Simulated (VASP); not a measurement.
ZnS:

```
CELL_PARAMETERS angstrom
3.83753 0.00000 0.00000
-1.91877 3.32340 0.00000
0.00000 0.00000 6.14810
ATOMIC_POSITIONS crystal
Zn 0.33333 0.66667 0.50000
Zn 0.66667 0.33333 0.00000
S 0.66667 0.33333 0.37901
S 0.33333 0.66667 0.87901
```

- Program: VASP 6.6.1
- Task: relaxation of cell and atoms
- Functional: PBEsol
- Potentials or basis: VASP PAW PBE potentials, release 64 (Zn, S)
- Cutoff: 600 eV
- k mesh: 9 × 9 × 6
- Occupations: gaussian, width 0.02 eV
- Spin: no spin polarisation

At the start: pressure -1.2 GPa; volume 19.60 Å³/atom.

Question: How do energy, volume and symmetry change on relaxing?

Answer: Over 8 steps the energy falls by 3.6 meV/atom and the volume is 19.27 Å³/atom (-1.7 %); space group P6_3mc (No. 186, to 0.1 Å) before and after.

Step by step:
```csv
step,energy change (eV),largest force (eV/Å),pressure (GPa),volume (Å³)
1,0.0000,0.0110,-1.22,78.41
2,-0.0103,0.0944,0.44,76.72
3,-0.0104,0.0859,0.20,76.88
4,-0.0104,0.0875,0.32,76.85
5,-0.0125,0.0747,0.10,77.00
6,-0.0137,0.0551,-0.13,77.20
7,-0.0142,0.0120,0.02,77.05
8,-0.0142,0.0018,0.00,77.08
```

Final structure:
```
CELL_PARAMETERS angstrom
3.78555 0.00000 0.00000
-1.89278 3.27838 0.00000
0.00000 0.00000 6.21068
ATOMIC_POSITIONS crystal
Zn 0.33333 0.66667 0.50235
Zn 0.66667 0.33333 0.00235
S 0.66667 0.33333 0.37666
S 0.33333 0.66667 0.87666
```

Caveat: the PAW data sets were made with another functional, which shifts forces and pressure a little.
